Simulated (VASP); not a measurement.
Set up this calculation in VASP 6.6.1, as the native input.

* Task: single point
* Functional: r2SCAN
* Potentials or basis: VASP PAW PBE potentials, release 64 (Hf_pv, N)
* Cutoff: 520 eV
* k mesh: 18 × 18 × 10
* Occupations: gaussian, width 0.15 eV
* Spin: no spin polarisation
* Dipole correction: no
* Further INCAR settings: ALGO = Normal; EDIFF = 1e-06; NBANDS = 23

HfN:

```
CELL_PARAMETERS angstrom
3.14430 0.00000 0.00000
-1.57215 2.72304 0.00000
0.00000 0.00000 5.26249
ATOMIC_POSITIONS crystal
Hf 0.66667 0.33333 0.75000
Hf 0.33333 0.66667 0.25000
N 0.00000 0.00000 0.00000
N 0.00000 0.00000 0.50000
```

This cell differs from its parent crystal: strain +0.000 along x and y, -0.030 along z.

One way to write it, as run:

POSCAR

```
HfN
1.0
    3.1443010832      0.0000000000      0.0000000000
   -1.5721505416      2.7230446152      0.0000000000
    0.0000000000      0.0000000000      5.2624876204
Hf N
2 2
Direct
    0.6666666667      0.3333333333      0.7500000000
    0.3333333333      0.6666666667      0.2500000000
    0.0000000000      0.0000000000      0.0000000000
    0.0000000000      0.0000000000      0.5000000000
```

INCAR.step1

```
SYSTEM = HfN
PREC = Accurate
ENCUT = 520
ISMEAR = 0
SIGMA = 0.15
LREAL = .FALSE.
LASPH = .TRUE.
NELM = 100
NBANDS = 23
GGA = PE
ALGO = Normal
EDIFF = 1E-4
LWAVE = .TRUE.
LCHARG = .FALSE.
```

INCAR.step2

```
SYSTEM = HfN
PREC = Accurate
ENCUT = 520
EDIFF = 1E-6
ISMEAR = 0
SIGMA = 0.15
LREAL = .FALSE.
LASPH = .TRUE.
NELM = 100
ALGO = Normal
ISIF = 2
LWAVE = .FALSE.
LCHARG = .FALSE.
METAGGA = R2SCAN
LMIXTAU = .TRUE.
NBANDS = 23
ISTART = 1
```

KPOINTS

```
regular mesh
0
G
  18 18 10
  0 0 0
```

Potentials or basis: VASP PAW PBE potentials, release 64 (Hf_pv, N).

Command:

```bash
$ cat potpaw_PBE.64/Hf_pv/POTCAR potpaw_PBE.64/N/POTCAR > POTCAR
$ cp INCAR.step1 INCAR
$ mpirun -np 1 vasp_std > vasp.out
$ cp INCAR.step2 INCAR
$ mpirun -np 1 vasp_std > vasp.out
```

It gave:

```yaml
Pressure: 6.4 GPa
Band_gap_on_the_k_mesh: zero (bands 15 and 16 overlap by 2.67 eV)
```

Caveat: the cell differs from its parent crystal (strain +0.000 along x and y, -0.030 along z); the stress differs along the axes, from 1 to 17 GPa; the PAW data sets were made with another functional, which shifts forces and pressure a little; spin-orbit coupling is left out, which moves the levels of the heavy elements.

It took 5.2 min on 1 thread of Intel(R) Xeon(R) 6975P-C (Granite Rapids) (shared host), peak memory 0.32 GiB.
